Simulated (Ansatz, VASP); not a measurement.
## BAs: VASP beside Ansatz

File INCAR:

```
PREC = Accurate ; ENCUT = 520
EDIFF = 1E-6 ; ISMEAR = 0
SIGMA = 0.1 ; LREAL = False
LASPH = True ; NELM = 80
ALGO = Normal ; ISIF = 2
LWAVE = False ; LCHARG = True
GGA = PE ; LELF = True
LVHAR = True ; NBANDS = 16
```

File KPOINTS:

```
Automatic mesh
0
Gamma
  14 14 8
```

The input POSCAR:

```
BAs
1.0
    1.8576824029     -3.5345802968      0.0000000000
    1.8576824029      3.5345802968      0.0000000000
    0.0000000000      0.0000000000      7.0950656664
B As
2 2
Direct
    0.0000000000      0.5000000000      0.0000000000
    0.5000000000      0.0000000000      0.0000000000
    0.2500000000      0.7500000000      0.2414825182
    0.7500000000      0.2500000000      0.7585174818
```

Input for Ansatz:

```yaml
crystal:
  lattice:
    - [1.8576824029, -3.5345802968, 0.0]
    - [1.8576824029, 3.5345802968, 0.0]
    - [0.0, 0.0, 7.0950656664]
  atoms:
    - { symbol: B, position: [0.0, 0.5, 0.0] }
    - { symbol: B, position: [0.5, 0.0, 0.0] }
    - { symbol: As, position: [0.25, 0.75, 0.2414825182] }
    - { symbol: As, position: [0.75, 0.25, 0.7585174818] }
basis:
  ecutwfc: 420
kpoints:
  mp_grid: { grid: [14, 14, 8] }
  band_path:
    path:
      - [[0.0, 0.0, 0.0], [-0.5, 0.5, 0.0], [-0.31905693, 0.68094307, 0.0]]
      - [[0.31905693, 0.31905693, 0.0], [0.0, 0.0, 0.0], [0.0, 0.0, 0.5], [0.31905693, 0.31905693, 0.5]]
      - [[-0.31905693, 0.68094307, 0.5], [-0.5, 0.5, 0.5], [-0.5, 0.5, 0.0]]
      - [[0.0, 0.0, 0.0], [0.0, 0.5, 0.0], [0.0, 0.5, 0.5], [0.0, 0.0, 0.5], [-0.5, 0.5, 0.5]]
    npoints: 14
hamiltonian:
  xc: pbe
scf:
  occupations: { method: gaussian, width: 0.1 }
  n_extra_bands: 10
output:
  forces: true
  stress: true
  eigenvalues: true
  populations: true
  dos: { projected: true, de: 0.02, nscf_kmesh: { grid: [17, 17, 10] } }
  bader: true
  write_density: true
  write_potential: true
  elf: true
  volumetric_format: npy
```

Alike in both runs: task single point; functional PBE; k mesh 14 × 14 × 8; occupations gaussian, width 0.1 eV; no spin polarisation.

```csv
,VASP,Ansatz
version,VASP 6.6.1,Ansatz 0.2.0
potentials or method,"VASP PAW PBE potentials, release 64 (B, As), cutoff 520 eV","scalar-relativistic, plane waves, PAW"
valence electrons in the cell,16,36
```

```tsv
	VASP	Ansatz	Ansatz less VASP
gap on the k mesh at the Fermi level (eV)	none	none	-
pressure (GPa)	0.4	0.0	-0.34
traceless stress, the component that is largest in VASP (GPa)	0.46	-0.03	-0.496
rms of the force components (eV/Å)	0.056	0.003	-0.0529
```

Atom by atom the forces differ by 0.060 eV/Å (rms over components). A gap of «none» marks a metal or a gap that the smearing closes. VASP's potentials hold 16 valence electrons a cell and Ansatz's 36, so a difference there can come from the potentials and not from the codes.
